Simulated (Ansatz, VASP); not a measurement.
# Pt in VASP and in Ansatz

```
CELL_PARAMETERS angstrom
2.76067 0.00000 0.15529
-1.38033 2.39081 -0.07764
0.26956 0.00000 4.79213
ATOMIC_POSITIONS crystal
Pt 0.66667 0.33333 0.75000
Pt 0.33333 0.66667 0.25000
```

Change from the starting cell: strain +0.1125 x Voigt [0, 0, 0, 0, 1, 0], atoms carried along.

Alike in both runs: task single point; functional PBEsol; k mesh 18 × 18 × 10; occupations gaussian, width 0.15 eV; no spin polarisation.

|  | VASP | Ansatz |
| --- | --- | --- |
| version | VASP 6.6.1 | Ansatz 0.2.0 |
| potentials or method | VASP PAW PBE potentials, release 64 (Pt), cutoff 520 eV | scalar-relativistic, plane waves, PAW |
| valence electrons in the cell | 20 | 36 |

|  | VASP | Ansatz | Ansatz less VASP |
| --- | --- | --- | --- |
| gap on the k mesh at the Fermi level (eV) | none | none | - |
| pressure (GPa) | -9.8 | -9.4 | +0.39 |
| traceless stress, the component that is largest in VASP (GPa) | 1.64 | 1.73 | +0.088 |
| rms of the force components (eV/Å) | 0.037 | 0.036 | -0.0004 |

VASP's potentials were made for PBE, not for PBEsol. Atom by atom the forces differ by 0.000 eV/Å (rms over components). A gap of «none» marks a metal or a gap that the smearing closes. VASP's potentials hold 20 valence electrons a cell and Ansatz's 36, so a difference there can come from the potentials and not from the codes.

Spin-orbit coupling is off throughout.
